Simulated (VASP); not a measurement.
## Cd: single point with PBEsol+D4

Crystal: Cd.

```
CELL_PARAMETERS angstrom
1.60803 0.92840 2.44929
-1.60803 0.92840 2.44929
0.00000 -1.85679 2.44929
ATOMIC_POSITIONS crystal
Cd 0.00000 0.00000 0.00000
```

| Property | Result |
| --- | --- |
| Program | VASP 6.6.1 |
| Task | single point |
| Functional | PBEsol |
| Dispersion | D4 |
| Potentials or basis | VASP PAW PBE potentials, release 64 (Cd_sv_GW) |
| Cutoff | 630 eV |
| k mesh | 3 × 3 × 3 |
| Occupations | gaussian, width 0.1 eV |
| Spin | collinear spin |
| Starting moments | [2.96] μB |
| Fixed moment | 4 μB |
| Dipole correction | no |
| Further INCAR settings | ALGO = Normal; EDIFF = 1e-06; NBANDS = 20 |

| Item | Value |
| --- | --- |
| Pressure | 63.7 GPa |
| Net moment | 4.00 μB per cell |
| Site moments | Cd +2.00 μB |
| Valence electrons inside the program's atomic spheres | Cd 17.38 |
| Dispersion energy per atom | -0.233 eV |

Stress tensor (GPa, compression positive):
```
66.49  0.00  0.00
 0.00 66.49  0.00
 0.00  0.00 58.23
```

Wall time 56 s on 1 thread of AMD EPYC 7571 (shared host), peak memory 0.15 GiB.

Caveat: the k points lie up to 0.80 Å⁻¹ apart, too coarse for converged energies, forces and pressures; the moment is held away from its start; the PAW data sets were made with another functional, which shifts forces and pressure a little; the total moment is fixed, so each spin has its own Fermi level and the state may be an excited one.
